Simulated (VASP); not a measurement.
# NbSb (P6_3mc) in VASP: further runs, part 2 of 2

VASP 6.6.1.

**4. Single point, PBEsol (20.52 Å³/atom)**

This run uses another cell than the first one, of 20.52 Å³/atom.

INCAR

```
SYSTEM = NbSb
PREC = Accurate ; ENCUT = 520
EDIFF = 1E-6 ; ISMEAR = 0
SIGMA = 0.05 ; LREAL = .FALSE.
LASPH = .TRUE. ; NELM = 100
ALGO = Normal ; ISIF = 2
LWAVE = .FALSE. ; LCHARG = .FALSE.
GGA = PS ; NBANDS = 26
```

KPOINTS

```
regular mesh
0
G
  10 10 6
  0 0 0
```

POSCAR

```
NbSb
1.0
    3.0820515568      0.0000000000      0.0000000000
   -1.5410257784      2.6691349439      0.0000000000
    0.0000000000      0.0000000000      9.9759334423
Nb Sb
2 2
Direct
    0.6666666667      0.3333333333     -0.0496354335
    0.3333333333      0.6666666667      0.4503645665
    0.6666666667      0.3333333333      0.6748354335
    0.3333333333      0.6666666667      0.1748354335
```

Potentials or basis: VASP PAW PBE potentials, release 64 (Nb_sv, Sb).

Launch:

```sh
cat potpaw_PBE.64/Nb_sv/POTCAR potpaw_PBE.64/Sb/POTCAR > POTCAR
mpirun -np 1 vasp_std > vasp.out
```

OUTCAR:

```text
SYSTEM = NbSb
   PREC = Accurate
   ENCUT = 520
   EDIFF = 1E-6
   ISMEAR = 0
   LREAL = .FALSE.
   LASPH = .TRUE.
   NELM = 100
   ISIF = 2
   GGA = PS

 ion  position               nearest neighbor table
   1  0.667  0.333  0.950-   3 2.75   4 2.86   4 2.86   4 2.86
   2  0.333  0.667  0.450-   4 2.75   3 2.86   3 2.86   3 2.86
   3  0.667  0.333  0.675-   1 2.75   2 2.86   2 2.86   2 2.86
   4  0.333  0.667  0.175-   2 2.75   1 2.86   1 2.86   1 2.86

  LATTYP: Found a hexagonal cell.
 ALAT       =     3.0820515568
 C/A-ratio  =     3.2367834407

  Lattice vectors:

 A1 = (   3.0820515568,   0.0000000000,   0.0000000000)
 A2 = (  -1.5410257784,   2.6691349439,   0.0000000000)
 A3 = (   0.0000000000,   0.0000000000,   9.9759334423)

Analysis of symmetry for initial positions (statically):
=====================================================================
 Subroutine PRICEL returns:
 Original cell was already a primitive cell.

 Routine SETGRP: Setting up the symmetry group for a
 hexagonal supercell.

 Subroutine GETGRP returns: Found 12 space group operations
 (whereof  6 operations were pure point group operations)
 out of a pool of 24 trial point group operations.

The static configuration has the point symmetry C_3v.
 The point group associated with its full space group is C_6v.

Analysis of symmetry for dynamics (positions and initial velocities):
=====================================================================
 Subroutine PRICEL returns:
 Original cell was already a primitive cell.

 Routine SETGRP: Setting up the symmetry group for a
 hexagonal supercell.

 Subroutine GETGRP returns: Found 12 space group operations
 (whereof  6 operations were pure point group operations)
 out of a pool of 24 trial point group operations.
[... 121 lines left out ...]
   ISMEAR =     0;   SIGMA  =   0.05  broadening in eV -4-tet -1-fermi 0-gaus
   EFERMI_NEDOS =   21; number of points for ismear=-14 and -15
   IALGO  =     38    algorithm
   IMIX   =      4    mixing-type and parameters
     AMIX     =   0.40;   BMIX     =  1.00
     AMIX_MAG =   1.60;   BMIX_MAG =  1.00
  volume/ion in A,a.u.               =      20.52       138.45
  Fermi-wavevector in a.u.,A,eV,Ry     =   1.243906  2.350642 21.052334  1.547303
  Thomas-Fermi vector in A             =   2.378196
   LORBIT       =      0    0 simple, 1 ext, 2 COOP (PROOUT), +10 PAW based schemes
   GGA     = PS    functional components
   LHFCALC =     F    Hartree Fock is set to
   AEXX    =    0.0000 exact exchange contribution
   IVDW    =     0    specifies the selected vdW correction
   LEPSILON=     F    determine dielectric tensor
   LRPA    =     F    only Hartree local field effects (RPA)
 non-spin polarized calculation
 Gauss-broadening in eV      SIGMA  =   0.05
  energy-cutoff  :      520.00
  volume of cell :       82.07
 maximum number of plane-waves:      2240
 NGX is ok and might be reduce to    24
   NGX = 11   NGY = 11   NGZ = 37

 number of electron      36.0000003 magnetization

 Free energy of the ion-electron system (eV)
  ---------------------------------------------------
  ext. energy  EPLUGINS =         0.00000000
  ---------------------------------------------------
  free energy    TOTEN  =       -29.57819375 eV

  energy without entropy =      -29.56812202  energy(sigma->0) =      -29.57315789

 E-fermi :  10.8128     XC(G=0): -11.7025

 val. band max:       10.8080613602   @ k =   0.5000   0.0000   0.1667
 cond. band min:      10.8130686539   @ k =   0.3000   0.0000   0.3333
 fundamental gap:      0.0050072936
 Fermi energy:        10.8127550673

 k-point     1 :       0.0000    0.0000    0.0000
  band No.  band energies     occupation
      1     -43.9082      2.00000
      2     -43.9080      2.00000
      3     -20.2010      2.00000
      4     -20.1920      2.00000
      5     -19.5795      2.00000
      6     -19.5795      2.00000
[... 685 lines left out ...]
     25      15.0356      0.00000
     26      15.4731      0.00000

 [... further k-points ...]

------------------------ aborting loop because EDIFF is reached ----------------------------------------

  FORCE on cell =-STRESS in cart. coord.  units (eV):
  Direction    XX          YY          ZZ          XY          YZ          ZX
  --------------------------------------------------------------------------------------
  -------------------------------------------------------------------------------------
  Total        2.7174455      2.7174455      2.6860834      0.0000000      0.0000000      0.0000000
  in kB       53.0526960     53.0526960     52.4404128      0.0000000      0.0000000      0.0000000
  external PRESSURE =      52.8486016 kB  Pullay stress =       0.0000000 kB

 VOLUME and BASIS-vectors are now :
 -----------------------------------------------------------------------------
  energy-cutoff  :      520.00
  volume of cell :       82.07
      direct lattice vectors                 reciprocal lattice vectors
     3.082051557  0.000000000  0.000000000     0.324459206  0.187326610  0.000000000
    -1.541025778  2.669134944  0.000000000     0.000000000  0.374653219  0.000000000
     0.000000000  0.000000000  9.975933442     0.000000000  0.000000000  0.100241246

 POSITION                                       TOTAL-FORCE (eV/Angst)
 -----------------------------------------------------------------------------------
      1.54103      0.88971      9.48077        -0.000000      0.000000     -0.022506
     -0.00000      1.77942      4.49281         0.000000     -0.000000     -0.022506
      1.54103      0.88971      6.73211         0.000000      0.000000      0.022506
     -0.00000      1.77942      1.74415         0.000000      0.000000      0.022506
 -----------------------------------------------------------------------------------
    total drift:                                0.000000      0.000000      0.002070

  FREE ENERGIE OF THE ION-ELECTRON SYSTEM (eV)
  ---------------------------------------------------
  free  energy   TOTEN  =       -29.5781937550 eV

  energy  without entropy=      -29.5681220214  energy(sigma->0) =      -29.57315789
```

stdout:

```text
POSCAR found type information on POSCAR NbSb
 POSCAR found :  2 types and       4 ions
 scaLAPACK will be used
 -----------------------------------------------------------------------------
|                                                                             |
|                                                                             |
|     You enforced a specific xc type in the INCAR file but a different       |
|     I HOPE YOU KNOW WHAT YOU ARE DOING!                                     |
|                                                                             |
 -----------------------------------------------------------------------------

 LDA part: xc-table for (Slater+PW92), standard interpolation
 POSCAR, INCAR and KPOINTS ok, starting setup
 FFT: planning ... GRIDC
 FFT: planning ... GRID_SOFT
 FFT: planning ... GRID
 WAVECAR not read
 entering main loop
```

Wall time 86 s (1 thread of Intel Xeon Platinum 8259CL at 2.50GHz (Skylake/Cascade Lake), shared host); peak memory 0.26 GiB.

Results:

```yaml
Free_energy: -29.5782 eV
Pressure: 5.3 GPa
Largest_force: 0.023 eV/Å
Band_gap_on_the_k_mesh: zero (bands 18 and 19 overlap by 1.28 eV)
```

Forces in eV/Å, atoms in the order of the input:
```
Nb   0.000  0.000 -0.023
Nb   0.000  0.000 -0.023
Sb   0.000  0.000  0.023
Sb   0.000  0.000  0.023
```

Caveat: the cell stands under pressure; the PAW data sets were made with another functional, which shifts forces and pressure a little; spin-orbit coupling is left out, which moves the levels of the heavy elements.

**5. Single point, PBEsol (20.94 Å³/atom)**

This run uses another cell than the first one, of 20.94 Å³/atom.

INCAR

```
SYSTEM = NbSb
PREC     = Accurate       ! precision mode
ENCUT    = 520            ! plane-wave cutoff, eV
EDIFF    = 1E-6           ! SCF threshold, eV
ISMEAR   = 0              ! smearing method
SIGMA    = 0.05           ! smearing width, eV
LREAL    = .False.        ! projectors in reciprocal space
LASPH    = .True.         ! aspherical terms in the spheres
NELM     = 100            ! most SCF steps
ALGO     = Normal         ! electronic algorithm
ISIF     = 2              ! what is computed and relaxed
LWAVE    = .False.        ! write WAVECAR
LCHARG   = .False.        ! write CHGCAR
GGA      = PS             ! functional
NBANDS   = 26             ! bands
```

KPOINTS

```
Automatic mesh
0
Gamma
  10 10 6
  0 0 0
```

POSCAR

```
NbSb
1.0
    3.1073057392      0.0000000000      0.0000000000
   -1.5536528696      2.6910057075      0.0000000000
    0.0000000000      0.0000000000     10.0189038769
Nb Sb
2 2
Direct
    0.6666666667      0.3333333333     -0.0492689410
    0.3333333333      0.6666666667      0.4507310590
    0.6666666667      0.3333333333      0.6744689410
    0.3333333333      0.6666666667      0.1744689410
```

Launch:

```sh
cat potpaw_PBE.64/Nb_sv/POTCAR potpaw_PBE.64/Sb/POTCAR > POTCAR
mpirun -np 1 vasp_std > vasp.out
```

Run time: 85 s. Hardware: 1 thread of Intel Xeon Platinum 8259CL at 2.50GHz (Skylake/Cascade Lake), shared host; peak memory 0.26 GiB.

Results (log left out):

| Quantity | Value |
| --- | --- |
| Free energy | -29.6198 eV |
| Pressure | 2.5 GPa |
| Largest force | 0.016 eV/Å |
| Band gap on the k mesh | zero (bands 18 and 19 overlap by 1.22 eV) |

Forces in eV/Å, atoms in the order of the input:
```
Nb   0.000  0.000 -0.016
Nb   0.000  0.000 -0.016
Sb   0.000  0.000  0.016
Sb   0.000  0.000  0.016
```

Stress tensor (GPa, compression positive):
```
2.54 0.00 0.00
0.00 2.54 0.00
0.00 0.00 2.38
```

Levels at points of the mesh, in eV from the Fermi level:
```
           k point  band 15  band 16  band 17  band 18  band 19  band 20  band 21  band 22
(0.00, 0.00, 0.00)     0.28     0.28     0.30     0.30     1.76     1.76     2.06     2.06
(0.50, 0.00, 0.00)    -2.21    -1.72    -0.69    -0.07     0.24     0.88     2.89     3.29
(0.00, 0.00, 0.50)     0.29     0.29     0.29     0.29     1.90     1.90     1.90     1.90
(0.50, 0.00, 0.50)    -2.09    -2.09     0.30     0.30     0.38     0.38     2.45     2.45
```

Caveat: the PAW data sets were made with another functional, which shifts forces and pressure a little; spin-orbit coupling is left out, which moves the levels of the heavy elements.

**6. The runs side by side**

| cell | gap on the mesh (eV) | pressure (GPa) | largest force (eV/Å) |
| --- | --- | --- | --- |
| a = 3.133, b = 3.133, c = 10.256 Å, angles 90.0, 90.0, 120.0°, 4 atoms, atomic positions A | none | -2.7 | 0.01 |
| a = 3.187, b = 3.187, c = 10.106 Å, angles 90.0, 90.0, 120.0°, 4 atoms, atomic positions B | none | -4.1 | 0.01 |
| a = 3.082, b = 3.082, c = 9.976 Å, angles 90.0, 90.0, 120.0°, 4 atoms, atomic positions C | none | 5.3 | 0.02 |
| a = 3.107, b = 3.107, c = 10.019 Å, angles 90.0, 90.0, 120.0°, 4 atoms, atomic positions D | none | 2.5 | 0.02 |

Alike in all rows: task single point; level PBEsol; potentials or basis VASP PAW PBE potentials, release 64 (Nb_sv, Sb); no spin polarisation; k mesh 10 × 10 × 6; cutoff (eV) 520; smearing gaussian 0.05 eV.

Caveats: the PAW data sets were made with another functional, which shifts forces and pressure a little; spin-orbit coupling is left out, which moves the levels of the heavy elements; the cell stands under tension (at least some runs); the cell stands under pressure (at least some runs).

Absolute energies hang on the potentials; compare differences alone.
